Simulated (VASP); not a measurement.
# Te2Mo in VASP: further runs, part 2 of 2

VASP 6.6.1.

## 5. Single point, r2SCAN (strain along c alone, the other axes held: +3.0 %, then relaxed in part)

The input, POSCAR:

```
Te2Mo
1.0
    3.5612561764      0.0000000000      0.0000000000
   -1.7806280882      3.0841383181      0.0000000000
    0.0000000000      0.0000000000     18.0495141989
Te Mo
2 1
Direct
    0.3333333333      0.6666666667      0.9008850534
    0.3333333333      0.6666666667      0.0991149466
    0.0000000000      0.0000000000      0.0000000000
```

The input, INCAR.step1:

```
SYSTEM = Te2Mo
ALGO = Normal
EDIFF = 1E-4
ENCUT = 520
GGA = PE
ISMEAR = 0
LASPH = .True.
LCHARG = .False.
LREAL = .False.
LWAVE = .True.
NBANDS = 20
NELM = 80
PREC = Accurate
SIGMA = 0.02
```

The input, INCAR.step2:

```
SYSTEM = Te2Mo
ALGO = Normal
EDIFF = 1E-6
ENCUT = 520
ISIF = 2
ISMEAR = 0
ISTART = 1
LASPH = .True.
LCHARG = .False.
LMIXTAU = .True.
LREAL = .False.
LWAVE = .False.
METAGGA = R2SCAN
NBANDS = 20
NELM = 80
PREC = Accurate
SIGMA = 0.02
```

The input, KPOINTS:

```
k-points
0
Gamma
  12 12 2
  0 0 0
```

Potentials or basis: VASP PAW PBE potentials, release 64 (Te, Mo_sv).

Run with:

```sh
> cat potpaw_PBE.64/Te/POTCAR potpaw_PBE.64/Mo_sv/POTCAR > POTCAR
> cp INCAR.step1 INCAR
> mpirun -np 1 vasp_std > vasp.out
> cp INCAR.step2 INCAR
> mpirun -np 1 vasp_std > vasp.out
```

OUTCAR:

```text
SYSTEM = Te2Mo
   EDIFF = 1E-6
   ENCUT = 520
   ISIF = 2
   ISMEAR = 0
   ISTART = 1
   LASPH = .True.
   LREAL = .False.
   METAGGA = R2SCAN
   NELM = 80
   PREC = Accurate

 ion  position               nearest neighbor table
   1  0.333  0.667  0.901-   3 2.73   3 2.73   3 2.73   2 3.58
   2  0.333  0.667  0.099-   3 2.73   3 2.73   3 2.73   1 3.58
   3  0.000  0.000  0.000-   1 2.73   2 2.73   1 2.73   2 2.73   1 2.73   2 2.73

  LATTYP: Found a hexagonal cell.
 ALAT       =     3.5612561764
 C/A-ratio  =     5.0682998652

  Lattice vectors:

 A1 = (   3.5612561764,   0.0000000000,   0.0000000000)
 A2 = (  -1.7806280882,   3.0841383181,   0.0000000000)
 A3 = (   0.0000000000,   0.0000000000,  18.0495141989)

Analysis of symmetry for initial positions (statically):
=====================================================================
 Subroutine PRICEL returns:
 Original cell was already a primitive cell.

 Routine SETGRP: Setting up the symmetry group for a
 hexagonal supercell.

 Subroutine GETGRP returns: Found 12 space group operations
 (whereof 12 operations were pure point group operations)
 out of a pool of 24 trial point group operations.

The static configuration has the point symmetry D_3h.

Analysis of symmetry for dynamics (positions and initial velocities):
=====================================================================
 Subroutine PRICEL returns:
 Original cell was already a primitive cell.

 Routine SETGRP: Setting up the symmetry group for a
 hexagonal supercell.

 Subroutine GETGRP returns: Found 12 space group operations
 (whereof 12 operations were pure point group operations)
 out of a pool of 24 trial point group operations.

The dynamic configuration has the point symmetry D_3h.

 Subroutine INISYM returns: Found 12 space group operations
 (whereof 12 operations are pure point group operations),
 and found     1 'primitive' translations

----------------------------------------------------------------------------------------

                                     Primitive cell

  volume of cell :     198.2452

  direct lattice vectors                    reciprocal lattice vectors
     3.561256176  0.000000000  0.000000000     0.280799794  0.162119837  0.000000000
    -1.780628088  3.084138318  0.000000000     0.000000000  0.324239673  0.000000000
     0.000000000  0.000000000 18.049514199     0.000000000  0.000000000  0.055403153

  length of vectors
     3.561256176  3.561256176 18.049514199     0.324239673  0.324239673  0.055403153

  position of ions in fractional coordinates (direct lattice)
     0.333333333  0.666666667  0.900885053
     0.333333333  0.666666667  0.099114947
     0.000000000  0.000000000  0.000000000

  ion indices of the primitive-cell ions
   primitive index   ion index
                 1           1
                 2           2
                 3           3

----------------------------------------------------------------------------------------

 KPOINTS: k-points

Automatic generation of k-mesh.
 Grid dimensions read from file:
 generate k-points for:   12   12    2

 Generating k-lattice:

  Cartesian coordinates                     Fractional coordinates (reciprocal lattice)
     0.023399983  0.013509986  0.000000000     0.083333333 -0.000000000  0.000000000
     0.000000000  0.027019973  0.000000000     0.000000000  0.083333333  0.000000000
     0.000000000  0.000000000  0.027701577     0.000000000  0.000000000  0.500000000

  Length of vectors
     0.027019973  0.027019973  0.027701577

  Shift w.r.t. Gamma in fractional coordinates (k-lattice)
     0.000000000  0.000000000  0.000000000

 Subroutine IBZKPT returns following result:
 ===========================================

 Found     38 irreducible k-points:

 Following reciprocal coordinates:
            Coordinates               Weight
  0.000000  0.000000  0.000000      1.000000
  0.083333  0.000000  0.000000      6.000000
  0.166667  0.000000  0.000000      6.000000
  0.250000  0.000000  0.000000      6.000000
  0.333333  0.000000  0.000000      6.000000
  0.416667  0.000000  0.000000      6.000000
[... 16 lines left out ...]
  0.250000  0.000000  0.500000      6.000000
  0.333333  0.000000  0.500000      6.000000
 [... further k-points ...]
   k-points           NKPTS =     38   k-points in BZ     NKDIM =     38   number of bands    NBANDS=     20
   number of dos      NEDOS =    301   number of ions     NIONS =      3
   total plane-waves  NPLWV = 109760
   dimension x,y,z NGX =    28 NGY =   28 NGZ =  140
   dimension x,y,z NGXF=    56 NGYF=   56 NGZF=  280
   ions per type =               2   1
   NGX,Y,Z   is equivalent  to a cutoff of  13.07, 13.07, 12.89 a.u.
   NGXF,Y,Z  is equivalent  to a cutoff of  26.14, 26.14, 25.79 a.u.
 SYSTEM =  Te2Mo
   PREC   = accura    normal or accurate (medium, high low for compatibility)
   ISTART =      1    job   : 0-new  1-cont  2-samecut
   ICHARG =      0    charge: 1-file 2-atom 10-const
   ISPIN  =      1    spin polarized calculation?
   LNONCOLLINEAR =      F non collinear calculations
   LSORBIT =      F    spin-orbit coupling
   LASPH  =      T    aspherical Exc in radial PAW
   ENCUT  =  520.0 eV  38.22 Ry    6.18 a.u.   6.62  6.62 33.56*2*pi/ulx,y,z
   NELM   =     80;   NELMIN=  2; NELMDL=  0     # of ELM steps
   EDIFF  = 0.1E-05   stopping-criterion for ELM
   LREAL  =      F    real-space projection
   EDIFFG = 0.1E-04   stopping-criterion for IOM
   NSW    =      0    number of steps for IOM
   IBRION =     -1    ionic relax: 0-MD 1-quasi-New 2-CG
   NFREE  =      0    steps in history (QN), initial steepest desc. (CG)
   ISIF   =      2    stress and relaxation
   ISYM   =      2    0-nonsym 1-usesym 2-fastsym
   POTIM  = 0.5000    time-step for ionic-motion
   TEBEG  =    0.0;   TEEND  =   0.0 temperature during run
   PSTRESS=    0.0 pullay stress
   NELECT =      26.0000    total number of electrons
   NUPDOWN=      -1.0000    fix difference up-down
   EMIN   =  10.00;   EMAX   =-10.00  energy-range for DOS
   EFERMI =   0.00;   METHOD = LEGACY
   ISMEAR =     0;   SIGMA  =   0.02  broadening in eV -4-tet -1-fermi 0-gaus
   EFERMI_NEDOS =   21; number of points for ismear=-14 and -15
   IALGO  =     38    algorithm
   IMIX   =      4    mixing-type and parameters
     AMIX     =   0.40;   BMIX     =  1.00
     AMIX_MAG =   1.60;   BMIX_MAG =  1.00
  volume/ion in A,a.u.               =      66.08       445.94
  Fermi-wavevector in a.u.,A,eV,Ry     =   0.831761  1.571800  9.412863  0.691826
  Thomas-Fermi vector in A             =   1.944702
   LORBIT       =      0    0 simple, 1 ext, 2 COOP (PROOUT), +10 PAW based schemes
   METAGGA = R2SCAN    functional components
   LHFCALC =     F    Hartree Fock is set to
   AEXX    =    0.0000 exact exchange contribution
   IVDW    =     0    specifies the selected vdW correction
   LEPSILON=     F    determine dielectric tensor
   LRPA    =     F    only Hartree local field effects (RPA)
 non-spin polarized calculation
 Gauss-broadening in eV      SIGMA  =   0.02
  energy-cutoff  :      520.00
  volume of cell :      198.25
 maximum number of plane-waves:      5407
 NGX is ok and might be reduce to    28
   NGX = 13   NGY = 13   NGZ = 67

 number of electron      25.9999995 magnetization

 Free energy of the ion-electron system (eV)
  ---------------------------------------------------
  ext. energy  EPLUGINS =         0.00000000
  ---------------------------------------------------
  free energy    TOTEN  =       -77.77106483 eV

  energy without entropy =      -77.77106483  energy(sigma->0) =      -77.77106483

 E-fermi :  -0.0562     XC(G=0):  -4.6460

 val. band max:       -0.1685910443   @ k =   0.3333   0.3333   0.5000
 cond. band min:       0.9540519863   @ k =   0.3333   0.3333   0.0000
 fundamental gap:      1.1226430306
 Fermi energy:        -0.0562050218

 k-point     1 :       0.0000    0.0000    0.0000
  band No.  band energies     occupation
      1     -62.8064      2.00000
      2     -36.2259      2.00000
      3     -36.1369      2.00000
      4     -36.1369      2.00000
      5     -13.2732      2.00000
      6     -12.2112      2.00000
[... 12 lines left out ...]
     19       5.0699      0.00000
     20       5.7230      0.00000
[... 507 lines left out ...]
 k-point    24 :       0.3333    0.0000    0.5000
  band No.  band energies     occupation
      1     -62.7993      2.00000
      2     -36.2309      2.00000
      3     -36.2044      2.00000
      4     -36.1589      2.00000
      5     -11.9221      2.00000
      6     -11.3083      2.00000
[... 12 lines left out ...]
     19       6.2338      0.00000
     20       6.3564      0.00000

 [... further k-points ...]
[... 5 lines left out ...]
  --------------------------------------------------------------------------------------
  -------------------------------------------------------------------------------------
  Total        0.0471068      0.0471068      0.0899460      0.0000000      0.0000000     -0.0000000
  in kB        0.3807079      0.3807079      0.7269250      0.0000000      0.0000000     -0.0000000
  external PRESSURE =       0.4961136 kB  Pullay stress =       0.0000000 kB

 VOLUME and BASIS-vectors are now :
 -----------------------------------------------------------------------------
  energy-cutoff  :      520.00
  volume of cell :      198.25
      direct lattice vectors                 reciprocal lattice vectors
     3.561256176  0.000000000  0.000000000     0.280799794  0.162119837  0.000000000
    -1.780628088  3.084138318  0.000000000     0.000000000  0.324239673  0.000000000
     0.000000000  0.000000000 18.049514199     0.000000000  0.000000000  0.055403153

 POSITION                                       TOTAL-FORCE (eV/Angst)
 -----------------------------------------------------------------------------------
     -0.00000      2.05609     16.26054        -0.000000     -0.000000     -0.028421
     -0.00000      2.05609      1.78898        -0.000000      0.000000      0.028421
      0.00000      0.00000      0.00000         0.000000     -0.000000      0.000000
 -----------------------------------------------------------------------------------
    total drift:                               -0.000004      0.000002     -0.000000

  FREE ENERGIE OF THE ION-ELECTRON SYSTEM (eV)
  ---------------------------------------------------
  free  energy   TOTEN  =       -77.7710648271 eV

  energy  without entropy=      -77.7710648271  energy(sigma->0) =      -77.77106483
```

Run time: 8.6 min. Hardware: 1 thread of AMD EPYC 9R45 (Zen 5), shared host; peak memory 0.42 GiB.

Results:

| Quantity | Value |
| --- | --- |
| Free energy | -77.7711 eV |
| Largest force | 0.028 eV/Å |
| Band gap on the k mesh | 1.12 eV |

Forces in eV/Å, atoms in the order of the input:
```
Te   0.000  0.000 -0.028
Te   0.000  0.000  0.028
Mo   0.000  0.000  0.000
```

Caveat: the cell differs from its parent crystal (strain along c alone, the other axes held: +3.0 %, then relaxed in part); there is no dipole correction, which matters where the two faces differ; the PAW data sets were made with another functional, which shifts forces and pressure a little; spin-orbit coupling is left out, which moves the levels of the heavy elements.

## 6. Single point, r2SCAN (strain along c alone, the other axes held: +4.5 %, then relaxed in part)

The input, POSCAR:

```
Te2Mo
1.0
    3.5612561764      0.0000000000      0.0000000000
   -1.7806280882      3.0841383181      0.0000000000
    0.0000000000      0.0000000000     18.3123712018
Te Mo
2 1
Direct
    0.3333333333      0.6666666667      0.9023075784
    0.3333333333      0.6666666667      0.0976924216
    0.0000000000      0.0000000000      0.0000000000
```

The input, INCAR.step1:

```
PREC     = Accurate       # precision mode
ENCUT    = 520            # plane-wave cutoff, eV
ISMEAR   = 0              # smearing method
SIGMA    = 0.02           # smearing width, eV
LREAL    = False          # projectors in reciprocal space
LASPH    = True           # aspherical terms in the spheres
NELM     = 100            # most SCF steps
NBANDS   = 20             # bands
GGA      = PE             # functional
ALGO     = Normal         # electronic algorithm
EDIFF    = 1E-4           # SCF threshold, eV
LWAVE    = True           # write WAVECAR
LCHARG   = False          # write CHGCAR
```

The input, INCAR.step2:

```
PREC     = Accurate       # precision mode
ENCUT    = 520            # plane-wave cutoff, eV
EDIFF    = 1E-7           # SCF threshold, eV
ISMEAR   = 0              # smearing method
SIGMA    = 0.02           # smearing width, eV
LREAL    = False          # projectors in reciprocal space
LASPH    = True           # aspherical terms in the spheres
NELM     = 100            # most SCF steps
ALGO     = Normal         # electronic algorithm
ISIF     = 2              # what is computed and relaxed
LWAVE    = False          # write WAVECAR
LCHARG   = False          # write CHGCAR
METAGGA  = R2SCAN         # meta-GGA
LMIXTAU  = True         
NBANDS   = 20             # bands
ISTART   = 1
```

The input, KPOINTS:

```
regular mesh
0
Gamma
  12 12 2
```

Potentials or basis: VASP PAW PBE potentials, release 64 (Te, Mo_sv).

Run with:

```sh
> cat potpaw_PBE.64/Te/POTCAR potpaw_PBE.64/Mo_sv/POTCAR > POTCAR
> cp INCAR.step1 INCAR
> mpirun -np 1 vasp_std > vasp.out
> cp INCAR.step2 INCAR
> mpirun -np 1 vasp_std > vasp.out
```

Run time: 10 min. Hardware: 1 thread of AMD EPYC 9R45 (Zen 5), shared host; peak memory 0.43 GiB.

Results (log left out):

| Quantity | Value |
| --- | --- |
| Free energy | -77.7711 eV |
| Largest force | 0.027 eV/Å |
| Band gap on the k mesh | 1.12 eV |

Forces in eV/Å, atoms in the order of the input:
```
Te   0.000  0.000 -0.027
Te   0.000  0.000  0.027
Mo   0.000  0.000  0.000
```

Levels at points of the mesh, in eV from the valence-band top:
```csv
k point,band 10,band 11,band 12,band 13,band 14,band 15,band 16,band 17
"(0.00, 0.00, 0.00)",-1.75,-1.02,-1.02,-0.40,3.17,3.17,3.48,3.48
"(0.50, 0.00, 0.00)",-2.49,-1.70,-0.75,-0.47,1.46,1.85,3.55,3.86
"(0.00, 0.00, 0.50)",-1.75,-1.02,-1.02,-0.40,3.17,3.17,3.48,3.48
"(0.50, 0.00, 0.50)",-2.49,-1.70,-0.75,-0.47,1.46,1.85,3.55,3.86
```

Caveat: the cell differs from its parent crystal (strain along c alone, the other axes held: +4.5 %, then relaxed in part); there is no dipole correction, which matters where the two faces differ; the PAW data sets were made with another functional, which shifts forces and pressure a little; spin-orbit coupling is left out, which moves the levels of the heavy elements.

## 7. The runs side by side

```csv
cell,gap on the mesh (eV),largest force (eV/Å)
"a = 3.454, b = 3.454, c = 16.998 Å, angles 90.0, 90.0, 120.0°, 3 atoms, atomic positions A",1.34,0.03
"a = 3.508, b = 3.508, c = 17.261 Å, angles 90.0, 90.0, 120.0°, 3 atoms, atomic positions B",1.26,0.03
"a = 3.561, b = 3.561, c = 17.787 Å, angles 90.0, 90.0, 120.0°, 3 atoms, atomic positions C",1.12,0.03
"a = 3.561, b = 3.561, c = 18.050 Å, angles 90.0, 90.0, 120.0°, 3 atoms, atomic positions D",1.12,0.03
"a = 3.561, b = 3.561, c = 18.312 Å, angles 90.0, 90.0, 120.0°, 3 atoms, atomic positions E",1.12,0.03
```

Alike in all rows: task single point; level r2SCAN; potentials or basis VASP PAW PBE potentials, release 64 (Te, Mo_sv); no spin polarisation; k mesh 12 × 12 × 2; cutoff (eV) 520; smearing gaussian 0.02 eV.

Caveats: there is no dipole correction, which matters where the two faces differ; the PAW data sets were made with another functional, which shifts forces and pressure a little; spin-orbit coupling is left out, which moves the levels of the heavy elements.

Absolute energies hang on the potentials; compare differences alone.
